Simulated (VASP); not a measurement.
# Li2Se3 (P-3m1) in VASP: a series of runs

Runs on Li2Se3. Level: PBE. Tasks: relaxation of cell and atoms, single point.

Program: VASP 6.6.1. These are calculated values, not measurements. Logs are shortened: lines on timing, memory, paths and dates and some standing lists are left out, and cuts for length are marked.

**1. The cell of the first run**

It takes space group P-3m1 (No. 164, trigonal). Conventional cell: a = 4.207 Å, b = 4.207 Å, c = 6.546 Å, α = 90.00°, β = 90.00°, γ = 120.00°. Li (site symmetry 3m) has 7 Se at 2.53 to 2.91 Å within 3.3 Å. Se (site symmetry -3m) has 6 Li at 2.91 Å and 6 Se at 3.36 Å within 3.8 Å. Se (site symmetry 3m) has 4 Li at 2.53 to 2.62 Å and 3 Se at 3.08 Å within 3.3 Å.

**2. Relaxation of cell and atoms, PBE**

Contents of INCAR:

```
PREC = Accurate
ENCUT = 600
EDIFF = 1E-6
ISMEAR = 0
SIGMA = 0.1
LREAL = F
LASPH = T
NELM = 100
ALGO = Normal
ISIF = 3
LWAVE = F
LCHARG = F
GGA = PE
IBRION = 2
NSW = 90
EDIFFG = -0.04
```

Contents of KPOINTS:

```
regular mesh
0
Gamma
  6 6 4
```

Contents of POSCAR:

```
Li2Se3
1.0
    4.2071172852      0.0000000000      0.0000000000
   -2.1035586426      3.6434704457      0.0000000000
    0.0000000000      0.0000000000      6.5455911062
Li Se
2 3
Direct
    0.3333333333      0.6666666667      0.2450000000
    0.6666666667      0.3333333333      0.7550000000
    0.0000000000      0.0000000000      0.0000000000
    0.3333333333      0.6666666667      0.6450000000
    0.6666666667      0.3333333333      0.3550000000
```

Potentials or basis: VASP PAW PBE potentials, release 64 (Li_sv, Se).

The run is started by

```bash
$ cat potpaw_PBE.64/Li_sv/POTCAR potpaw_PBE.64/Se/POTCAR > POTCAR
$ mpirun -np 1 vasp_std > vasp.out
```

OUTCAR:

```text
PREC = Accurate
   ENCUT = 600
   EDIFF = 1E-6
   ISMEAR = 0
   LREAL = F
   LASPH = T
   NELM = 100
   ISIF = 3
   GGA = PE
   IBRION = 2
   NSW = 90
   EDIFFG = -0.04

 ion  position               nearest neighbor table
   1  0.333  0.667  0.245-   5 2.53   5 2.53   5 2.53   4 2.62
   2  0.667  0.333  0.755-   4 2.53   4 2.53   4 2.53   5 2.62
   3  0.000  0.000  0.000-
   4  0.333  0.667  0.645-   2 2.53   2 2.53   2 2.53   1 2.62
   5  0.667  0.333  0.355-   1 2.53   1 2.53   1 2.53   2 2.62

  LATTYP: Found a hexagonal cell.
 ALAT       =     4.2071172852
 C/A-ratio  =     1.5558375635

  Lattice vectors:

 A1 = (   4.2071172852,   0.0000000000,   0.0000000000)
 A2 = (  -2.1035586426,   3.6434704457,   0.0000000000)
 A3 = (   0.0000000000,   0.0000000000,   6.5455911062)

Analysis of symmetry for initial positions (statically):
=====================================================================
 Subroutine PRICEL returns:
 Original cell was already a primitive cell.

 Routine SETGRP: Setting up the symmetry group for a
 hexagonal supercell.

 Subroutine GETGRP returns: Found 12 space group operations
 (whereof 12 operations were pure point group operations)
 out of a pool of 24 trial point group operations.

The static configuration has the point symmetry D_3d.

Analysis of symmetry for dynamics (positions and initial velocities):
=====================================================================
 Subroutine PRICEL returns:
 Original cell was already a primitive cell.

 Routine SETGRP: Setting up the symmetry group for a
 hexagonal supercell.

 Subroutine GETGRP returns: Found 12 space group operations
 (whereof 12 operations were pure point group operations)
 out of a pool of 24 trial point group operations.

The dynamic configuration has the point symmetry D_3d.

 Subroutine INISYM returns: Found 12 space group operations
 (whereof 12 operations are pure point group operations),
 and found     1 'primitive' translations

----------------------------------------------------------------------------------------

                                     Primitive cell

  volume of cell :     100.3341

  direct lattice vectors                    reciprocal lattice vectors
     4.207117285  0.000000000  0.000000000     0.237692446  0.137231798  0.000000000
    -2.103558643  3.643470446  0.000000000     0.000000000  0.274463596  0.000000000
     0.000000000  0.000000000  6.545591106     0.000000000  0.000000000  0.152774590

  length of vectors
     4.207117285  4.207117285  6.545591106     0.274463596  0.274463596  0.152774590

  position of ions in fractional coordinates (direct lattice)
     0.333333333  0.666666667  0.245000000
     0.666666667  0.333333333  0.755000000
     0.000000000  0.000000000  0.000000000
     0.333333333  0.666666667  0.645000000
     0.666666667  0.333333333  0.355000000

  ion indices of the primitive-cell ions
   primitive index   ion index
                 1           1
                 2           2
                 3           3
                 4           4
                 5           5

----------------------------------------------------------------------------------------

 KPOINTS: regular mesh

Automatic generation of k-mesh.
 Grid dimensions read from file:
 generate k-points for:    6    6    4

 Generating k-lattice:

  Cartesian coordinates                     Fractional coordinates (reciprocal lattice)
     0.039615408  0.022871966  0.000000000     0.166666667  0.000000000  0.000000000
     0.000000000  0.045743933  0.000000000     0.000000000  0.166666667  0.000000000
     0.000000000  0.000000000  0.038193648     0.000000000  0.000000000  0.250000000

  Length of vectors
     0.045743933  0.045743933  0.038193648

  Shift w.r.t. Gamma in fractional coordinates (k-lattice)
     0.000000000  0.000000000  0.000000000

 Subroutine IBZKPT returns following result:
 ===========================================

 Found     24 irreducible k-points:

 Following reciprocal coordinates:
            Coordinates               Weight
  0.000000  0.000000  0.000000      1.000000
  0.166667 -0.000000  0.000000      6.000000
  0.333333 -0.000000  0.000000      6.000000
  0.500000 -0.000000  0.000000      3.000000
  0.166667  0.166667  0.000000      6.000000
  0.333333  0.166667  0.000000     12.000000
[... 16 lines left out ...]
  0.333333  0.166667  0.500000     12.000000
  0.333333  0.333333  0.500000      2.000000
   k-points           NKPTS =     24   k-points in BZ     NKDIM =     24   number of bands    NBANDS=     16
   number of dos      NEDOS =    301   number of ions     NIONS =      5
   total plane-waves  NPLWV =  69984
   dimension x,y,z NGX =    36 NGY =   36 NGZ =   54
   dimension x,y,z NGXF=    72 NGYF=   72 NGZF=  108
   ions per type =               2   3
   NGX,Y,Z   is equivalent  to a cutoff of  14.23, 14.23, 13.72 a.u.
   NGXF,Y,Z  is equivalent  to a cutoff of  28.45, 28.45, 27.43 a.u.
 SYSTEM =  unknown system
   PREC   = accura    normal or accurate (medium, high low for compatibility)
   ISTART =      0    job   : 0-new  1-cont  2-samecut
   ICHARG =      2    charge: 1-file 2-atom 10-const
   ISPIN  =      1    spin polarized calculation?
   LNONCOLLINEAR =      F non collinear calculations
   LSORBIT =      F    spin-orbit coupling
   LASPH  =      T    aspherical Exc in radial PAW
   ENCUT  =  600.0 eV  44.10 Ry    6.64 a.u.   8.40  8.40 13.07*2*pi/ulx,y,z
   NELM   =    100;   NELMIN=  2; NELMDL= -5     # of ELM steps
   EDIFF  = 0.1E-05   stopping-criterion for ELM
   LREAL  =      F    real-space projection
   EDIFFG = -.4E-01   stopping-criterion for IOM
   NSW    =     90    number of steps for IOM
   IBRION =      2    ionic relax: 0-MD 1-quasi-New 2-CG
   NFREE  =      1    steps in history (QN), initial steepest desc. (CG)
   ISIF   =      3    stress and relaxation
   ISYM   =      2    0-nonsym 1-usesym 2-fastsym
   POTIM  = 0.5000    time-step for ionic-motion
   TEBEG  =    0.0;   TEEND  =   0.0 temperature during run
   PSTRESS=    0.0 pullay stress
   NELECT =      24.0000    total number of electrons
   NUPDOWN=      -1.0000    fix difference up-down
   EMIN   =  10.00;   EMAX   =-10.00  energy-range for DOS
   EFERMI =   0.00;   METHOD = LEGACY
   ISMEAR =     0;   SIGMA  =   0.10  broadening in eV -4-tet -1-fermi 0-gaus
   EFERMI_NEDOS =   21; number of points for ismear=-14 and -15
   IALGO  =     38    algorithm
   IMIX   =      4    mixing-type and parameters
     AMIX     =   0.40;   BMIX     =  1.00
     AMIX_MAG =   1.60;   BMIX_MAG =  1.00
  volume/ion in A,a.u.               =      20.07       135.42
  Fermi-wavevector in a.u.,A,eV,Ry     =   1.016239  1.920412 14.051291  1.032741
  Thomas-Fermi vector in A             =   2.149571
   LORBIT       =      0    0 simple, 1 ext, 2 COOP (PROOUT), +10 PAW based schemes
   GGA     = PE    functional components
   LHFCALC =     F    Hartree Fock is set to
   AEXX    =    0.0000 exact exchange contribution
   IVDW    =     0    specifies the selected vdW correction
   LEPSILON=     F    determine dielectric tensor
   LRPA    =     F    only Hartree local field effects (RPA)
 conjugate gradient relaxation of ions
 non-spin polarized calculation
 Gauss-broadening in eV      SIGMA  =   0.10
  energy-cutoff  :      600.00
  volume of cell :      100.33
 maximum number of plane-waves:      3375
 NGX is ok and might be reduce to    36
   NGX = 17   NGY = 17   NGZ = 27

--------------------------------------- Ionic step        1  -------------------------------------------

 number of electron      24.0000001 magnetization

 Free energy of the ion-electron system (eV)
  ---------------------------------------------------
  ext. energy  EPLUGINS =         0.00000000
  ---------------------------------------------------
  free energy    TOTEN  =       -16.22442112 eV

  energy without entropy =      -16.20664739  energy(sigma->0) =      -16.21553426

------------------------ aborting loop because EDIFF is reached ----------------------------------------

  FORCE on cell =-STRESS in cart. coord.  units (eV):
  Direction    XX          YY          ZZ          XY          YZ          ZX
  --------------------------------------------------------------------------------------
  -------------------------------------------------------------------------------------
  Total        0.0908567      0.0908567     -1.5520264      0.0000000      0.0000000      0.0000000
  in kB        1.4508372      1.4508372    -24.7834026      0.0000000      0.0000000      0.0000000
  external PRESSURE =      -7.2939094 kB  Pullay stress =       0.0000000 kB
[... 98 lines left out ...]
  FREE ENERGIE OF THE ION-ELECTRON SYSTEM (eV)
  ---------------------------------------------------
  free  energy   TOTEN  =       -16.4482631037 eV

  energy  without entropy=      -16.4351690257  energy(sigma->0) =      -16.44171606

 E-fermi :   3.5193     XC(G=0):  -9.3960

 val. band max:        3.4908610506   @ k =   0.0000   0.3333   0.2500
 cond. band min:       3.5950935342   @ k =   0.1667   0.1667   0.0000
 fundamental gap:      0.1042324837
 Fermi energy:         3.5192884185

 k-point     1 :       0.0000    0.0000    0.0000
  band No.  band energies     occupation
      1     -42.1704      2.00000
      2     -42.1685      2.00000
      3     -10.7539      2.00000
      4      -8.5227      2.00000
      5      -8.4837      2.00000
      6       0.5438      2.00000
[... 8 lines left out ...]
     15       8.6725      0.00000
     16       9.4314      0.00000
[... 420 lines left out ...]
  band No.  band energies     occupation
      1     -42.1690      2.00000
      2     -42.1690      2.00000
      3      -9.1360      2.00000
      4      -9.0803      2.00000
      5      -9.0803      2.00000
      6      -1.4581      2.00000
[... 8 lines left out ...]
     15       9.7412      0.00000
     16       9.7412      0.00000

[... ionic steps 4 to 40 ...]

--------------------------------------- Ionic step       41  -------------------------------------------

 number of electron      23.9999992 magnetization

------------------------ aborting loop because EDIFF is reached ----------------------------------------

  FORCE on cell =-STRESS in cart. coord.  units (eV):
  Direction    XX          YY          ZZ          XY          YZ          ZX
  --------------------------------------------------------------------------------------
  -------------------------------------------------------------------------------------
  Total        0.1312487      0.1312487      0.2113283     -0.0000000      0.0000000     -0.0000000
  in kB        1.9878084      1.9878084      3.2006439     -0.0000000      0.0000000     -0.0000000
  external PRESSURE =       2.3920869 kB  Pullay stress =       0.0000000 kB
[... 63 lines left out ...]
  energy  without entropy=      -17.1661885278  energy(sigma->0) =      -17.16802322

--------------------------------------- Ionic step       43  -------------------------------------------

 number of electron      23.9999991 magnetization

 Free energy of the ion-electron system (eV)
  ---------------------------------------------------
  ext. energy  EPLUGINS =         0.00000000
  ---------------------------------------------------
  free energy    TOTEN  =       -17.17452267 eV

  energy without entropy =      -17.17025303  energy(sigma->0) =      -17.17238785

 E-fermi :   2.3845     XC(G=0):  -8.6699

 val. band max:        2.3322201202   @ k =   0.0000   0.0000   0.5000
 cond. band min:       2.3934076500   @ k =   0.0000   0.0000   0.0000
 fundamental gap:      0.0611875298
 Fermi energy:         2.3844818986

 k-point     1 :       0.0000    0.0000    0.0000
  band No.  band energies     occupation
      1     -43.1047      2.00000
      2     -43.0906      2.00000
      3     -13.3027      2.00000
      4      -8.9712      2.00000
      5      -8.2059      2.00000
      6      -2.2024      2.00000
[... 8 lines left out ...]
     15       6.2236      0.00000
     16       7.4281      0.00000
[... 467 lines left out ...]
  FREE ENERGIE OF THE ION-ELECTRON SYSTEM (eV)
  ---------------------------------------------------
  free  energy   TOTEN  =       -17.1745226748 eV

  energy  without entropy=      -17.1702530274  energy(sigma->0) =      -17.17238785

 reached required accuracy - stopping structural energy minimisation
```

Wall time 9.6 min (1 thread of Intel Xeon 6975P-C (Granite Rapids), shared host); peak memory 0.28 GiB.

Results:

```yaml
Free_energy: -17.1745 eV
Relaxed_volume: 21.64 Å³/atom
Relaxed_cell: a = 4.308 Å, b = 4.308 Å, c = 6.733 Å, α = 90.00°, β = 90.00°, γ = 120.00°
Space_group_after_relaxing_to_0.05_Å: P-3m1 (No. 164)
Energy_gained_by_relaxing: 190.0 meV/atom
Ionic_steps: 43
Pressure_after_relaxing: 0.0 GPa
Largest_force_after_relaxing: 0.034 eV/Å
Band_gap_on_the_k_mesh: zero (band 12 reaches 2.61 eV, above the bottom of band 13 at 2.14 eV)
```

Forces on the atoms (eV/Å):
```
Li   0.000  0.000  0.008
Li   0.000  0.000 -0.008
Se   0.000  0.000  0.000
Se   0.000  0.000  0.034
Se   0.000  0.000 -0.034
```

Stress tensor (GPa, compression positive):
```
-0.13  0.00  0.00
 0.00 -0.13  0.00
 0.00  0.00  0.21
```

Step by step:
| step | energy change (eV) | largest force (eV/Å) | pressure (GPa) | volume (Å³) |
| --- | --- | --- | --- | --- |
| 1 | 0.0000 | 0.5836 | -0.73 | 100.33 |
| 3 | -0.2238 | 0.3125 | 0.88 | 94.99 |
| 5 | -0.2832 | 0.1550 | -0.29 | 97.35 |
| 7 | -0.3091 | 0.1047 | -0.67 | 97.97 |
| 9 | -0.3395 | 0.0921 | -0.21 | 96.33 |
| 11 | -0.3428 | 0.0464 | 0.23 | 95.29 |
| 13 | -0.3450 | 0.0753 | 0.03 | 95.66 |
| 15 | -0.3472 | 0.0798 | -0.11 | 95.85 |
| 17 | -0.3535 | 0.0588 | 0.19 | 94.99 |
| 19 | -0.3705 | 0.1241 | -0.88 | 97.81 |
| 21 | -0.4797 | 0.7471 | -2.18 | 111.18 |
| 23 | -0.6062 | 0.3834 | -2.28 | 106.29 |
| 25 | -0.6065 | 0.3873 | -2.28 | 106.37 |
| 27 | -0.6074 | 0.4043 | -2.26 | 106.73 |
| 29 | -0.6097 | 0.4035 | -2.25 | 106.68 |
| 31 | -0.6201 | 0.4001 | -2.16 | 106.49 |
| 33 | -0.6595 | 0.3871 | -1.83 | 105.72 |
| 35 | -0.7787 | 0.3335 | -0.19 | 102.62 |
| 37 | -0.8158 | 0.4393 | 1.56 | 100.06 |
| 39 | -0.9067 | 0.1604 | 0.71 | 102.69 |
| 41 | -0.9408 | 0.2239 | 0.24 | 105.79 |
| 43 | -0.9501 | 0.0336 | -0.02 | 108.20 |

Final structure:
```
Li Se
1.0
     4.30768    0.00000    0.00000
    -2.15384    3.73056    0.00000
     0.00000    0.00000    6.73316
Li Se
2 3
Direct
  0.33333 0.66667 0.11740
  0.66667 0.33333 0.88260
  0.00000 0.00000 0.00000
  0.33333 0.66667 0.55364
  0.66667 0.33333 0.44636
```

Levels at points of the mesh, in eV from the Fermi level:
| k point | band 8 | band 9 | band 10 | band 11 | band 12 | band 13 | band 14 | band 15 | band 16 |
| --- | --- | --- | --- | --- | --- | --- | --- | --- | --- |
| (0.00, 0.00, 0.00) | -4.32 | -0.85 | -0.82 | -0.82 | -0.27 | 0.01 | 0.01 | 3.84 | 5.04 |
| (0.50, 0.00, 0.00) | -3.31 | -2.40 | -2.11 | -1.31 | -0.58 | 1.78 | 2.07 | 4.14 | 6.18 |
| (0.00, 0.00, 0.50) | -3.84 | -1.97 | -0.63 | -0.63 | -0.24 | -0.24 | -0.05 | 4.20 | 4.84 |
| (0.50, 0.00, 0.50) | -2.94 | -2.79 | -1.62 | -1.45 | -0.45 | 1.67 | 2.00 | 4.10 | 5.05 |

Caveat: the cutoff is under 1.25 times the usual one of these potentials, so pressure, stress and relaxed cells hold a basis-set (Pulay) error.

[end of part 1 of 2]
